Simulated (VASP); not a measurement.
Wanted: the native input for a VASP 6.6.1 run.

```
Task                   : single point
Functional             : PBEsol
Potentials or basis    : VASP PAW PBE potentials, release 64 (B, N)
Cutoff                 : 520 eV
k mesh                 : 12 × 12 × 12
Occupations            : gaussian, width 0.02 eV
Spin                   : no spin polarisation
Dipole correction      : no
Further INCAR settings : ALGO = Normal; EDIFF = 1e-06; NBANDS = 11
```

The structure of BN lies in POSCAR:

```
BN
1.0
    0.0000000000      1.8966166061      1.8966166061
    1.8966166061      0.0000000000      1.8966166061
    1.8966166061      1.8966166061      0.0000000000
B N
1 1
Direct
    0.0000000000      0.0000000000      0.0000000000
    0.7500000000      0.7500000000      0.7500000000
```

This cell differs from its parent crystal: strained.

The input as run:

INCAR

```
PREC = Accurate ; ENCUT = 520
EDIFF = 1E-6 ; ISMEAR = 0
SIGMA = 0.02 ; LREAL = F
LASPH = T ; NELM = 80
ALGO = Normal ; ISIF = 2
LWAVE = F ; LCHARG = F
GGA = PS ; NBANDS = 11
```

KPOINTS

```
Automatic mesh
0
Gamma
  12 12 12
```

Potentials or basis: VASP PAW PBE potentials, release 64 (B, N).

The run is started by

```console
$ cat potpaw_PBE.64/B/POTCAR potpaw_PBE.64/N/POTCAR > POTCAR
$ mpirun -np 1 vasp_std > vasp.out
```

Results of the run:

```
Pressure               : -44.1 GPa
Band gap on the k mesh : 4.11 eV (least direct gap 8.04 eV)
```

Caveat: the cell differs from its parent crystal (strained); the cell stands under tension; the PAW data sets were made with another functional, which shifts forces and pressure a little.

Wall time 14 s on 1 thread of AMD EPYC 7R13 (shared host), peak memory 0.09 GiB.
